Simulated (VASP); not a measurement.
# Al6NiPt5: relaxation of cell and atoms with PBE

Al6NiPt5:

```
CELL_PARAMETERS angstrom
4.41999 0.00000 0.00000
0.00000 4.41999 0.00000
0.00000 0.00000 8.83222
ATOMIC_POSITIONS crystal
Al 0.50000 0.00000 0.00000
Al 0.50000 0.00000 0.34010
Al 0.50000 0.00000 0.65990
Al 0.00000 0.50000 0.00000
Al 0.00000 0.50000 0.34010
Al 0.00000 0.50000 0.65990
Ni 0.00000 0.00000 0.50000
Pt 0.50000 0.50000 0.16190
Pt 0.50000 0.50000 0.50000
Pt 0.50000 0.50000 0.83810
Pt 0.00000 0.00000 0.17792
Pt 0.00000 0.00000 0.82208
```

| Item | Value |
| --- | --- |
| Program | VASP 6.6.1 |
| Task | relaxation of cell and atoms |
| Functional | PBE |
| Potentials or basis | VASP PAW PBE potentials, release 64 (Al, Ni, Pt) |
| Cutoff | 600 eV |
| k mesh | 8 × 8 × 4 |
| Occupations | gaussian, width 0.1 eV |
| Spin | no spin polarisation |
| Dipole correction | no |
| Further INCAR settings | ALGO = Fast; EDIFF = 1e-06; IBRION = 2; EDIFFG = -0.01; NSW = 100; ISIF = 3 |

```json
{"Relaxed volume": "14.45 Å³/atom", "Relaxed cell": "a = 4.186 Å, b = 4.186 Å, c = 9.897 Å, α = 90.00°, β = 90.00°, γ = 90.00°", "Space group after relaxing (to 0.1 Å)": "P4/mmm (No. 123)", "Energy gained by relaxing": "10.0 meV/atom", "Ionic steps": "42", "Pressure after relaxing": "0.0 GPa", "Band gap on the k mesh": "zero (bands 39 and 40 overlap by 2.31 eV)"}
```

Forces in eV/Å, atoms in the order of the input:
```
Al   0.000  0.000  0.000
Al   0.000  0.000  0.001
Al   0.000  0.000 -0.001
Al   0.000  0.000  0.000
Al   0.000  0.000  0.001
Al   0.000  0.000 -0.001
Ni   0.000  0.000  0.000
Pt   0.000  0.000 -0.003
Pt   0.000  0.000  0.000
Pt   0.000  0.000  0.003
Pt   0.000  0.000  0.002
Pt   0.000  0.000 -0.002
```

Stress tensor (GPa, compression positive):
```
 0.00  0.00  0.00
 0.00  0.00  0.00
 0.00  0.00 -0.07
```

Step by step:
```csv
step,energy change (eV),largest force (eV/Å),pressure (GPa),volume (Å³)
1,0.0000,0.1536,-0.02,172.55
3,-0.0292,0.1003,0.03,172.34
5,-0.0366,0.0962,-0.19,172.48
7,-0.0415,0.1143,0.46,171.90
9,-0.0434,0.1122,0.52,171.89
11,-0.0650,0.1600,1.34,171.57
13,-0.0684,0.2623,1.86,171.39
15,-0.0706,0.2839,1.76,171.56
17,-0.0732,0.3788,1.44,172.32
19,-0.0848,0.2941,0.43,173.19
21,-0.0940,0.1439,-0.93,174.39
23,-0.1106,0.1227,-0.29,173.37
25,-0.1122,0.0806,0.35,172.82
27,-0.1156,0.0321,0.08,173.13
29,-0.1169,0.0624,-0.17,173.47
31,-0.1182,0.0675,0.20,173.16
33,-0.1183,0.0696,0.31,173.08
35,-0.1194,0.0351,-0.07,173.50
37,-0.1198,0.0209,0.10,173.36
39,-0.1199,0.0151,0.11,173.30
41,-0.1200,0.0101,-0.04,173.45
42,-0.1200,0.0025,-0.02,173.43
```

Final structure:
```cif
data_structure
_symmetry_space_group_name_H-M 'P 1'
_symmetry_Int_Tables_number 1
_cell_length_a 4.1861
_cell_length_b 4.1861
_cell_length_c 9.8971
_cell_angle_alpha 90.000
_cell_angle_beta 90.000
_cell_angle_gamma 90.000
_cell_volume 173.43
loop_
_atom_site_label
_atom_site_type_symbol
_atom_site_fract_x
_atom_site_fract_y
_atom_site_fract_z
_atom_site_occupancy
Al1 Al 0.50000 0.00000 0.00000 1
Al2 Al 0.50000 0.00000 0.34325 1
Al3 Al 0.50000 0.00000 0.65675 1
Al4 Al 0.00000 0.50000 0.00000 1
Al5 Al 0.00000 0.50000 0.34325 1
Al6 Al 0.00000 0.50000 0.65675 1
Ni1 Ni 0.00000 0.00000 0.50000 1
Pt1 Pt 0.50000 0.50000 0.15281 1
Pt2 Pt 0.50000 0.50000 0.50000 1
Pt3 Pt 0.50000 0.50000 0.84719 1
Pt4 Pt 0.00000 0.00000 0.19353 1
Pt5 Pt 0.00000 0.00000 0.80647 1
```

Levels at points of the mesh, in eV from the Fermi level:
```csv
k point,band 37,band 38,band 39,band 40,band 41,band 42
"(0.00, 0.00, 0.00)",-0.97,0.61,0.61,0.78,0.78,1.48
"(0.50, 0.00, 0.00)",0.19,0.20,0.73,0.73,1.31,1.78
"(0.50, 0.50, 0.00)",-1.51,-1.43,-0.75,-0.64,-0.54,-0.28
"(0.00, 0.00, 0.50)",-1.09,-0.97,0.15,0.58,1.48,1.79
"(0.50, 0.00, 0.50)",-1.61,-1.27,1.67,2.24,2.29,2.31
"(0.50, 0.50, 0.50)",-1.81,-1.68,-0.72,-0.64,-0.62,-0.30
```

It took 110 min on 1 thread of Intel(R) Xeon(R) 6975P-C (Granite Rapids) (shared host), peak memory 0.63 GiB.

Caveat: spin-orbit coupling is left out, which moves the levels of the heavy elements. Spin polarisation is off, so any magnetic state and its effect on volume and gap are missing.
